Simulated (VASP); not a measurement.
**Os: relaxation of cell and atoms with PBE**

Crystal: Os.

```
Os
1.0
     2.63262    0.00000    0.00000
    -1.31631    2.27991    0.00000
     0.00000    0.00000    2.47466
Os
1
Direct
  0.00000 0.00000 0.00000
```

This isn't the form of Os at room conditions, which is hcp.

```
Program                : VASP 6.6.1
Task                   : relaxation of cell and atoms
Functional             : PBE
Potentials or basis    : VASP PAW PBE potentials, release 64 (Os)
Cutoff                 : 600 eV
k mesh                 : 16 × 16 × 15
Occupations            : fermi-dirac, width 0.05 eV
Spin                   : no spin polarisation
Dipole correction      : no
Further INCAR settings : ALGO = Normal; EDIFF = 1e-06; IBRION = 2; EDIFFG = -0.005; NSW = 60; ISIF = 3
```

| Property | Result |
| --- | --- |
| Relaxed volume | 15.78 Å³/atom |
| Relaxed cell | a = 2.669 Å, b = 2.669 Å, c = 2.558 Å, α = 90.00°, β = 90.00°, γ = 120.00° |
| Space group after relaxing (to 0.1 Å) | P6/mmm (No. 191) |
| Pressure after relaxing | 0.0 GPa |
| Band gap on the k mesh | zero (bands 4 and 5 overlap by 4.60 eV) |

Final structure:
```yaml
crystal:
  lattice:
    - [2.66855, 0.00000, 0.00000]
    - [-1.33428, 2.31103, 0.00000]
    - [0.00000, 0.00000, 2.55817]
  atoms:
    - { symbol: Os, position: [0.00000, 0.00000, 0.00000] }
```

Levels at points of the mesh, in eV from the Fermi level:
```
           k point  band 1  band 2  band 3  band 4  band 5  band 6  band 7  band 8
(0.00, 0.00, 0.00)   -9.72   -5.91   -2.41   -2.41    2.56    2.56   14.75   15.23
(0.50, 0.00, 0.00)   -6.74   -4.95   -0.81   -0.12    1.83    3.17    8.09   13.63
```

It took 96 s on 1 thread of Intel Xeon 8259CL, with other jobs on the host, peak memory 0.17 GiB.

Caveat: spin-orbit coupling is left out, which moves the levels of the heavy elements.
